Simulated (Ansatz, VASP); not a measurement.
**Hf: VASP beside Ansatz**

INCAR

```
PREC     = Accurate       # precision mode
ENCUT    = 520            # plane-wave cutoff, eV
EDIFF    = 1E-8           # SCF threshold, eV
ISMEAR   = -1             # smearing method
SIGMA    = 0.05           # smearing width, eV
LREAL    = F              # projectors in reciprocal space
LASPH    = T              # aspherical terms in the spheres
NELM     = 60             # most SCF steps
ALGO     = Normal         # electronic algorithm
ISIF     = 2              # what is computed and relaxed
LWAVE    = F              # write WAVECAR
LCHARG   = F              # write CHGCAR
GGA      = CA             # functional
LEFG     = T            
NBANDS   = 11             # bands
```

File KPOINTS:

```
Automatic mesh
0
Gamma
  14 14 14
```

File POSCAR:

```
Hf
1.0
   -1.7821001299      1.7821001299      1.7821001299
    1.7821001299     -1.7821001299      1.7821001299
    1.7821001299      1.7821001299     -1.7821001299
Hf
1
Direct
    0.0000000000      0.0000000000      0.0000000000
```

Input for Ansatz:

```yaml
crystal:
  lattice:
    - [-1.7821001299, 1.7821001299, 1.7821001299]
    - [1.7821001299, -1.7821001299, 1.7821001299]
    - [1.7821001299, 1.7821001299, -1.7821001299]
  atoms:
    - { symbol: Hf, position: [0.0, 0.0, 0.0] }
kpoints:
  mp_grid: { grid: [14, 14, 14] }
scf:
  occupations: { method: fermi_dirac, width: 0.05 }
hamiltonian:
  xc: lda
  pseudopotentials: { kind: paw }
output:
  forces: true
  stress: true
  eigenvalues: true
  efg: { contact_densities: true }
  write_density: true
  write_potential: true
  elf: true
  volumetric_format: npy
```

Change from the starting cell: volume scaled by 1.025, PAW files.

Alike in both runs: task electric field gradients; functional LDA; k mesh 14 × 14 × 14; occupations fermi-dirac, width 0.05 eV; no spin polarisation.

```csv
,VASP,Ansatz
version,VASP 6.6.1,Ansatz 0.2.0
potentials or method,"VASP PAW LDA potentials, release 64 (Hf_pv)","PAW with Ansatz's default frozen-core files, scalar-relativistic"
plane-wave cutoff (eV),520,420
valence electrons in the cell,10,26
```

```csv
,VASP,Ansatz,Ansatz less VASP
pressure (GPa),-9.9,-9.9,-0.04
```

LDA's correlation is that of Perdew and Zunger in VASP and of Perdew and Wang (1992) in Ansatz. VASP's potentials hold 10 valence electrons a cell and Ansatz's 26, so a difference there can come from the potentials and not from the codes.

Neither program's run includes spin-orbit coupling.
